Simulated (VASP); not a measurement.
Rh, 1 atom in the cell. It takes space group I4/mmm (No. 139, tetragonal). Conventional cell: a = 2.708 Å, b = 2.708 Å, c = 3.447 Å, α = 90.00°, β = 90.00°, γ = 90.00°. Rh (site symmetry 4/mmm) has 14 Rh at 2.58 to 3.45 Å within 3.5 Å.  This cell differs from its parent crystal: strain -0.1000 x Voigt [0, 1, 0, 0, 0, 0].

- Program: VASP 6.6.1
- Task: single point
- Functional: PBE
- Potentials or basis: VASP PAW PBE potentials, release 64 (Rh_pv)
- Cutoff: 520 eV
- k mesh: 26 × 26 × 26
- Occupations: gaussian, width 0.15 eV
- Spin: no spin polarisation
- Dipole correction: no
- Further INCAR settings: ALGO = Fast; EDIFF = 1e-06; NBANDS = 14

Potentials or basis: VASP PAW PBE potentials, release 64 (Rh_pv).

Command:

```console
$ cat potpaw_PBE.64/Rh_pv/POTCAR > POTCAR
$ mpirun -np 1 vasp_std > vasp.out
```

Hardware: 1 thread of Intel(R) Xeon(R) Platinum 8259CL CPU @ 2.50GHz (Skylake/Cascade Lake) (shared host).

Q: How long does it take, and how much memory?

A: Wall time 3.1 min on 1 thread of Intel(R) Xeon(R) Platinum 8259CL CPU @ 2.50GHz (Skylake/Cascade Lake) (shared host), peak memory 0.31 GiB. Counts: scf iterations 12, k points 1330.
